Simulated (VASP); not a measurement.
**B: single point with PBE**

Crystal: B.

```
CELL_PARAMETERS angstrom
0.00000 2.03912 2.03912
2.03912 0.00000 2.03912
2.03912 2.03912 0.00000
ATOMIC_POSITIONS crystal
B 0.00000 0.00000 0.00000
B 0.25000 0.25000 0.25000
```

This isn't the form of B at room conditions, which is rhombohedral.

```yaml
Program: VASP 6.6.1
Task: single point
Functional: PBE
Potentials_or_basis: VASP PAW PBE potentials, release 64 (B)
Cutoff: 520 eV
k_mesh: 46 × 46 × 46
Occupations: fermi-dirac, width 0.0612256 eV
Spin: no spin polarisation
```

| Item | Value |
| --- | --- |
| Pressure | -3.4 GPa |
| Band gap on the k mesh | zero (bands 3 and 4 overlap by 7.03 eV) |

Levels at points of the mesh, in eV from the Fermi level:
```
           k point  band 1  band 2  band 3  band 4  band 5  band 6
(0.00, 0.00, 0.00)  -12.74    3.96    3.96    3.96    8.07    8.07
(0.50, 0.00, 0.00)   -7.99   -6.89    1.67    1.67   10.12   10.12
(0.50, 0.50, 0.00)   -5.92   -5.92   -1.26   -1.26    7.11    7.11
```

Run time: 6.9 min on 1 thread of Intel Xeon 8259CL (shared host), peak memory 0.43 GiB.

Caveat: the cell stands under tension.
